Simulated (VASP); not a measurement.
# Yb (P6_3/mmc) in VASP: further runs, part 2 of 3

VASP 6.6.1. The steps go on from the part before.

### 3 Single point, PBEsol, collinear spin, ferromagnetic start

Contents of INCAR:

```
SYSTEM = Yb
ALGO = Normal ; EDIFF = 1E-7
ENCUT = 520 ; GGA = PS
ISIF = 2 ; ISMEAR = -1
ISPIN = 2 ; LASPH = .True.
LCHARG = .False. ; LMAXMIX = 6
LORBIT = 11 ; LREAL = .False.
LWAVE = .False. ; MAGMOM = 1.25 1.25
NBANDS = 35 ; NELM = 150
NUPDOWN = 2.5 ; PREC = Accurate
SIGMA = 0.05
```

Contents of KPOINTS:

```
k-points
0
Gamma
  7 7 4
  0 0 0
```

Contents of POSCAR:

```
Yb
1.0
    3.8799000000      0.0000000000      0.0000000000
   -1.9399500000      3.3600919641      0.0000000000
    0.0000000000      0.0000000000      6.3859000000
Yb
2
Direct
    0.6666666667      0.3333333333      0.7500000000
    0.3333333333      0.6666666667      0.2500000000
```

Potentials or basis: VASP PAW PBE potentials, release 64 (Yb).

Command:

```bash
$ cat potpaw_PBE.64/Yb/POTCAR > POTCAR
$ mpirun -np 1 vasp_std > vasp.out
```

OUTCAR:

```text
SYSTEM = Yb
   EDIFF = 1E-7
   ENCUT = 520
   GGA = PS
   ISIF = 2
   ISMEAR = -1
   ISPIN = 2
   LASPH = .True.
   LORBIT = 11
   LREAL = .False.
   NELM = 150
   NUPDOWN = 2.5
   PREC = Accurate

 ion  position               nearest neighbor table
   1  0.667  0.333  0.750-
   2  0.333  0.667  0.250-

  LATTYP: Found a hexagonal cell.
 ALAT       =     3.8799000000
 C/A-ratio  =     1.6458929354

  Lattice vectors:

 A1 = (   3.8799000000,   0.0000000000,   0.0000000000)
 A2 = (  -1.9399500000,   3.3600919641,   0.0000000000)
 A3 = (   0.0000000000,   0.0000000000,   6.3859000000)

Analysis of symmetry for initial positions (statically):
=====================================================================
 Subroutine PRICEL returns:
 Original cell was already a primitive cell.

 Routine SETGRP: Setting up the symmetry group for a
 hexagonal supercell.

 Subroutine GETGRP returns: Found 24 space group operations
 (whereof 12 operations were pure point group operations)
 out of a pool of 24 trial point group operations.

The static configuration has the point symmetry D_3d.
 The point group associated with its full space group is D_6h.

Analysis of symmetry for dynamics (positions and initial velocities):
=====================================================================
 Subroutine PRICEL returns:
 Original cell was already a primitive cell.

 Routine SETGRP: Setting up the symmetry group for a
 hexagonal supercell.

 Subroutine GETGRP returns: Found 24 space group operations
 (whereof 12 operations were pure point group operations)
 out of a pool of 24 trial point group operations.

The dynamic configuration has the point symmetry D_3d.
 The point group associated with its full space group is D_6h.

Analysis of structural, dynamic, and magnetic symmetry:
=====================================================================
 Subroutine PRICEL returns:
 Original cell was already a primitive cell.

 Routine SETGRP: Setting up the symmetry group for a
 hexagonal supercell.

 Subroutine GETGRP returns: Found 24 space group operations
 (whereof 12 operations were pure point group operations)
 out of a pool of 24 trial point group operations.

The overall configuration has the point symmetry D_3d.
 The point group associated with its full space group is D_6h.

 Subroutine INISYM returns: Found 24 space group operations
 (whereof 12 operations are pure point group operations),
 and found     1 'primitive' translations

----------------------------------------------------------------------------------------

                                     Primitive cell

  volume of cell :      83.2518

  direct lattice vectors                    reciprocal lattice vectors
     3.879900000  0.000000000  0.000000000     0.257738602  0.148805451  0.000000000
    -1.939950000  3.360091964  0.000000000     0.000000000  0.297610902  0.000000000
     0.000000000  0.000000000  6.385900000     0.000000000  0.000000000  0.156594998

  length of vectors
     3.879900000  3.879900000  6.385900000     0.297610902  0.297610902  0.156594998

  position of ions in fractional coordinates (direct lattice)
     0.666666667  0.333333333  0.750000000
     0.333333333  0.666666667  0.250000000
[... 68 lines left out ...]
   ISTART =      0    job   : 0-new  1-cont  2-samecut
   ICHARG =      2    charge: 1-file 2-atom 10-const
   ISPIN  =      2    spin polarized calculation?
   LNONCOLLINEAR =      F non collinear calculations
   LSORBIT =      F    spin-orbit coupling
   LASPH  =      T    aspherical Exc in radial PAW
   ENCUT  =  520.0 eV  38.22 Ry    6.18 a.u.   7.21  7.21 11.87*2*pi/ulx,y,z
   NELM   =    150;   NELMIN=  2; NELMDL= -5     # of ELM steps
   EDIFF  = 0.1E-06   stopping-criterion for ELM
   LREAL  =      F    real-space projection
   EDIFFG = 0.1E-05   stopping-criterion for IOM
   NSW    =      0    number of steps for IOM
   IBRION =     -1    ionic relax: 0-MD 1-quasi-New 2-CG
   NFREE  =      0    steps in history (QN), initial steepest desc. (CG)
   ISIF   =      2    stress and relaxation
   ISYM   =      2    0-nonsym 1-usesym 2-fastsym
   POTIM  = 0.5000    time-step for ionic-motion
   TEBEG  =    0.0;   TEEND  =   0.0 temperature during run
   PSTRESS=    0.0 pullay stress
   NELECT =      48.0000    total number of electrons
   NUPDOWN=       2.5000    fix difference up-down
   EMIN   =  10.00;   EMAX   =-10.00  energy-range for DOS
   EFERMI =   0.00;   METHOD = LEGACY
   ISMEAR =    -1;   SIGMA  =   0.05  broadening in eV -4-tet -1-fermi 0-gaus
   EFERMI_NEDOS =   21; number of points for ismear=-14 and -15
   IALGO  =     38    algorithm
   IMIX   =      4    mixing-type and parameters
     AMIX     =   0.40;   BMIX     =  1.00
     AMIX_MAG =   1.60;   BMIX_MAG =  1.00
  volume/ion in A,a.u.               =      41.63       280.91
  Fermi-wavevector in a.u.,A,eV,Ry     =   1.362565  2.574875 25.260359  1.856584
  Thomas-Fermi vector in A             =   2.489044
   LORBIT       =     11    0 simple, 1 ext, 2 COOP (PROOUT), +10 PAW based schemes
   GGA     = PS    functional components
   LHFCALC =     F    Hartree Fock is set to
   AEXX    =    0.0000 exact exchange contribution
   IVDW    =     0    specifies the selected vdW correction
   LEPSILON=     F    determine dielectric tensor
   LRPA    =     F    only Hartree local field effects (RPA)
 spin polarized calculation
  energy-cutoff  :      520.00
  volume of cell :       83.25
 maximum number of plane-waves:      2254
 NGX is ok and might be reduce to    30
   NGX = 15   NGY = 15   NGZ = 23

 number of electron      48.0000033 magnetization       2.5000001

 Free energy of the ion-electron system (eV)
  ---------------------------------------------------
  ext. energy  EPLUGINS =         0.00000000
  ---------------------------------------------------
  free energy    TOTEN  =        -7.04175094 eV

  energy without entropy =       -6.91490299  energy(sigma->0) =       -6.97832696

 E-fermi :   0.3054     XC(G=0):  -8.9118

 val. band max:        1.1647319284   @ k =   0.1429   0.0000   0.2500
 cond. band min:       0.4455232549   @ k =   0.2857   0.2857   0.2500
 fundamental gap:     -0.7192086735
 Fermi energy:         1.1761432629

 spin component 1

 k-point     1 :       0.0000    0.0000    0.0000
  band No.  band energies     occupation
      1     -51.3588      1.00000
      2     -51.3512      1.00000
      3     -23.7407      1.00000
      4     -23.5634      1.00000
      5     -23.5634      1.00000
      6     -23.5439      1.00000
[... 901 lines left out ...]
     34       6.7107      0.00000
     35       7.1960      0.00000
 Fermi energy:         0.3053712038

 spin component 2

 k-point     1 :       0.0000    0.0000    0.0000
  band No.  band energies     occupation
      1     -51.1454      1.00000
      2     -51.1381      1.00000
      3     -23.5054      1.00000
      4     -23.3342      1.00000
      5     -23.3342      1.00000
      6     -23.3200      1.00000
[... 901 lines left out ...]
     34       7.1679      0.00000
     35       7.6529      0.00000

------------------------ aborting loop because EDIFF is reached ----------------------------------------

  FORCE on cell =-STRESS in cart. coord.  units (eV):
  Direction    XX          YY          ZZ          XY          YZ          ZX
  --------------------------------------------------------------------------------------
  -------------------------------------------------------------------------------------
  Total       -1.8192894     -1.8192894     -2.2766646      0.0000000      0.0000000      0.0000000
  in kB      -35.0121318    -35.0121318    -43.8142947      0.0000000      0.0000000      0.0000000
  external PRESSURE =     -37.9461861 kB  Pullay stress =       0.0000000 kB

 VOLUME and BASIS-vectors are now :
 -----------------------------------------------------------------------------
  energy-cutoff  :      520.00
  volume of cell :       83.25
      direct lattice vectors                 reciprocal lattice vectors
     3.879900000  0.000000000  0.000000000     0.257738602  0.148805451  0.000000000
    -1.939950000  3.360091964  0.000000000     0.000000000  0.297610902  0.000000000
     0.000000000  0.000000000  6.385900000     0.000000000  0.000000000  0.156594998

 POSITION                                       TOTAL-FORCE (eV/Angst)
 -----------------------------------------------------------------------------------
      1.93995      1.12003      4.78943         0.000000     -0.000000      0.000000
     -0.00000      2.24006      1.59648        -0.000000      0.000000      0.000000
 -----------------------------------------------------------------------------------
    total drift:                               -0.000000      0.000000     -0.000000

  FREE ENERGIE OF THE ION-ELECTRON SYSTEM (eV)
  ---------------------------------------------------
  free  energy   TOTEN  =        -7.0417509435 eV

  energy  without entropy=       -6.9149029860  energy(sigma->0) =       -6.97832696

 total charge

# of ion       s       p       d       f       tot
--------------------------------------------------
    1        2.196   5.979   0.262  13.547  21.985
    2        2.196   5.979   0.262  13.547  21.985
--------------------------------------------------
tot          4.393  11.958   0.524  27.095  43.969

 magnetization (x)

# of ion       s       p       d       f       tot
--------------------------------------------------
    1        0.020   0.080   0.185   0.270   0.555
    2        0.020   0.080   0.185   0.270   0.555
--------------------------------------------------
tot          0.040   0.159   0.371   0.540   1.109
```

OSZICAR:

```text
N       E                     dE             d eps       ncg     rms          rms(c)
DAV:   1     0.343363851704E+03    0.34336E+03   -0.15349E+04  4958   0.881E+03
[... 23 lines left out ...]
DAV:  25    -0.704178826080E+01    0.77409E-05   -0.13040E-06  4952   0.214E-02    0.130E+00
DAV:  26    -0.704178023694E+01    0.80239E-05   -0.25413E-06  5648   0.327E-02    0.112E+00
DAV:  27    -0.704177303078E+01    0.72062E-05   -0.32093E-06  5840   0.350E-02    0.932E-01
DAV:  28    -0.704175919451E+01    0.13836E-04   -0.11656E-05  5532   0.518E-02    0.606E-01
DAV:  29    -0.704175174578E+01    0.74487E-05   -0.19619E-05  6002   0.629E-02    0.114E-01
DAV:  30    -0.704175092264E+01    0.82314E-06   -0.41949E-06  6504   0.179E-02    0.178E-02
DAV:  31    -0.704175094346E+01   -0.20824E-07   -0.18297E-07  3528   0.699E-03
   1 F= -.70417509E+01 E0= -.69783270E+01  d E =-.126848E+00  mag=     2.5000
```

stdout:

```text
POSCAR found type information on POSCAR Yb
 POSCAR found :  1 types and       2 ions
 scaLAPACK will be used
 -----------------------------------------------------------------------------
|                                                                             |
|                                                                             |
|     You enforced a specific xc type in the INCAR file but a different       |
|     I HOPE YOU KNOW WHAT YOU ARE DOING!                                     |
|                                                                             |
 -----------------------------------------------------------------------------

 LDA part: xc-table for (Slater+PW92), standard interpolation
 POSCAR, INCAR and KPOINTS ok, starting setup
 FFT: planning ... GRIDC
 FFT: planning ... GRID_SOFT
 FFT: planning ... GRID
 WAVECAR not read
 entering main loop
```

It took 2.7 min on 1 thread of Intel Xeon 6975P-C (Granite Rapids), shared host; peak memory 0.3 GiB.

What came out:

```
Free energy                                           : -7.0418 eV
Pressure                                              : -3.8 GPa
Net moment                                            : 2.50 μB per cell
Site moments                                          : Yb +0.56 μB
Valence electrons inside the program's atomic spheres : Yb 21.98
```

Caveat: the cell stands under tension; the PAW data sets were made with another functional, which shifts forces and pressure a little; spin-orbit coupling is left out, which moves the levels of the heavy elements; the total moment is fixed, so each spin has its own Fermi level. The state reached can hang on the start; a lower one may exist.

### 4 Single point, PBEsol, collinear spin, ferromagnetic start

Contents of INCAR:

```
PREC = Accurate ; ENCUT = 520
EDIFF = 1E-7 ; ISMEAR = -1
SIGMA = 0.05 ; LREAL = False
LASPH = True ; NELM = 150
ALGO = Normal ; ISIF = 2
LWAVE = False ; LCHARG = False
ISPIN = 2 ; MAGMOM = 1.5 1.5
LORBIT = 11 ; NUPDOWN = 3.0
LMAXMIX = 6 ; GGA = PS
NBANDS = 35
```

Contents of KPOINTS:

```
Automatic mesh
0
Gamma
  7 7 4
```

POSCAR is that of step 3.

Command:

```bash
$ cat potpaw_PBE.64/Yb/POTCAR > POTCAR
$ mpirun -np 1 vasp_std > vasp.out
```

Run time: 3 min. Hardware: 1 thread of Intel Xeon 6975P-C (Granite Rapids), shared host; peak memory 0.3 GiB.

Results (log left out):

```
Free energy                                           : -6.7958 eV
Pressure                                              : -3.7 GPa
Net moment                                            : 3.00 μB per cell
Site moments                                          : Yb +0.66 μB
Valence electrons inside the program's atomic spheres : Yb 21.98
```

Stress tensor (GPa, compression positive):
```
-3.38  0.00  0.00
 0.00 -3.38  0.00
 0.00  0.00 -4.29
```

Caveat: the cell stands under tension; the PAW data sets were made with another functional, which shifts forces and pressure a little; spin-orbit coupling is left out, which moves the levels of the heavy elements; the total moment is fixed, so each spin has its own Fermi level.

### 5 Single point, PBEsol, collinear spin, ferromagnetic start

Contents of INCAR:

```
PREC = Accurate
ENCUT = 520
EDIFF = 1E-6
ISMEAR = -1
SIGMA = 0.05
LREAL = F
LASPH = T
NELM = 150
ALGO = Normal
ISIF = 2
LWAVE = F
LCHARG = F
ISPIN = 2
MAGMOM = 2 2
LORBIT = 11
NUPDOWN = 4.0
LMAXMIX = 6
GGA = PS
NBANDS = 35
```

Contents of KPOINTS:

```
regular mesh
0
Gamma
  7 7 4
```

POSCAR is that of step 4.

Command:

```bash
$ cat potpaw_PBE.64/Yb/POTCAR > POTCAR
$ mpirun -np 1 vasp_std > vasp.out
```

It took 2.6 min on 1 thread of Intel Xeon 6975P-C (Granite Rapids), shared host; peak memory 0.3 GiB.

The run converged. Its results:

```yaml
Free_energy: -6.0406 eV
Pressure: -3.7 GPa
Net_moment: 4.00 μB per cell
Site_moments: Yb +0.88 μB
Valence_electrons_inside_the_program's_atomic_spheres: Yb 21.95
```

Stress tensor (GPa, compression positive):
```
-3.08  0.00  0.00
 0.00 -3.08  0.00
 0.00  0.00 -4.98
```

Caveat: the cell stands under tension; the PAW data sets were made with another functional, which shifts forces and pressure a little; spin-orbit coupling is left out, which moves the levels of the heavy elements; the total moment is fixed, so each spin has its own Fermi level. The state reached can hang on the start; a lower one may exist.

(Continued in part 3 of 3.)
